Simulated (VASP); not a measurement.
A run of VASP 6.6.1 is set up as follows.

Contents of INCAR:

```
SYSTEM = Zr2Si4GePd
PREC = Accurate
ENCUT = 520
EDIFF = 1E-6
ISMEAR = 0
SIGMA = 0.2
LREAL = .False.
LASPH = .True.
NELM = 100
ALGO = Normal
ISIF = 2
LWAVE = .False.
LCHARG = .False.
GGA = PE
NBANDS = 42
```

File KPOINTS:

```
Automatic mesh
0
Gamma
  6 6 6
  0 0 0
```

Contents of POSCAR:

```
Zr2Si4GePd
1.0
    2.9831985750      2.9831985750     -3.7299317622
   -2.9831985750      2.9831985750      3.7299317622
    2.9831985750     -2.9831985750      3.7299317622
Zr Si Ge Pd
2 4 1 1
Direct
    0.5000000000      0.5000000000      0.0000000000
    0.5000000000      1.0000000000      0.5000000000
    1.0000000000      0.9524213719      0.5491589899
    0.0000000000      0.5491589899      0.9524213719
    0.5967376181      0.0475786281      0.0475786281
    0.4032623819      0.4508410101      0.4508410101
    0.0000000000      0.5000000000      0.5000000000
    0.0000000000      0.0000000000      0.0000000000
```

Potentials or basis: VASP PAW PBE potentials, release 64 (Zr_sv, Si, Ge_d, Pd).

Launch:

```bash
$ cat potpaw_PBE.64/Zr_sv/POTCAR potpaw_PBE.64/Si/POTCAR potpaw_PBE.64/Ge_d/POTCAR potpaw_PBE.64/Pd/POTCAR > POTCAR
$ mpirun -np 1 vasp_std > vasp.out
```

Problem. Estimate the pressure.

Solution. -0.1 GPa.

Problem. Estimate the band gap on the k mesh.

Solution. Zero (bands 32 and 33 overlap by 0.57 eV).

Problem. Predict the largest force.

Solution. 0.030 eV/Å.

Stress tensor (GPa, compression positive):
```
-0.25  0.00  0.00
 0.00 -0.25  0.00
 0.00  0.00  0.29
```
